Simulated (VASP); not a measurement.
Input of a VASP 6.6.1 run:

File INCAR:

```
  PREC = Accurate
  ENCUT = 520
  EDIFF = 1E-7
  ISMEAR = 0
  SIGMA = 0.1
  LREAL = False
  LASPH = True
  NELM = 100
  ALGO = Normal
  ISIF = 2
  LWAVE = False
  LCHARG = False
  GGA = PS
  NBANDS = 25
```

File KPOINTS:

```
regular mesh
0
Gamma
  12 12 8
```

File POSCAR:

```
CuO
1.0
    2.3446500000     -1.7134000000      0.0000000000
    2.3446500000      1.7134000000      0.0000000000
   -0.8605500000      0.0000000000      5.0594400000
Cu O
2 2
Direct
    0.0032000000      0.4968000000      0.0000000000
    0.4968000000      0.0032000000      0.5000000000
    0.5714000000      0.4056000000      0.2537000000
    0.4056000000      0.5714000000      0.7537000000
```

Potentials or basis: VASP PAW PBE potentials, release 64 (Cu, O).

Launch:

```console
$ cat potpaw_PBE.64/Cu/POTCAR potpaw_PBE.64/O/POTCAR > POTCAR
$ mpirun -np 1 vasp_std > vasp.out
```

Estimate the largest force.

0.755 eV/Å.

Estimate the pressure.

-2.0 GPa.

Predict the band gap on the k mesh.

zero (bands 17 and 18 overlap by 0.73 eV).

Forces in eV/Å, atoms in the order of the input:
```
Cu  -0.614  0.335  0.237
Cu  -0.614 -0.335  0.237
O    0.614  0.370 -0.237
O    0.614 -0.370 -0.237
```

Caveat: the PAW data sets were made with another functional, which shifts forces and pressure a little; semilocal functionals often make such compounds metallic where correlation or magnetic order opens a gap, which also shifts bond lengths. With open d or f shells a metallic result of PBEsol can be an artefact of self-interaction; +U or a hybrid may open a gap.
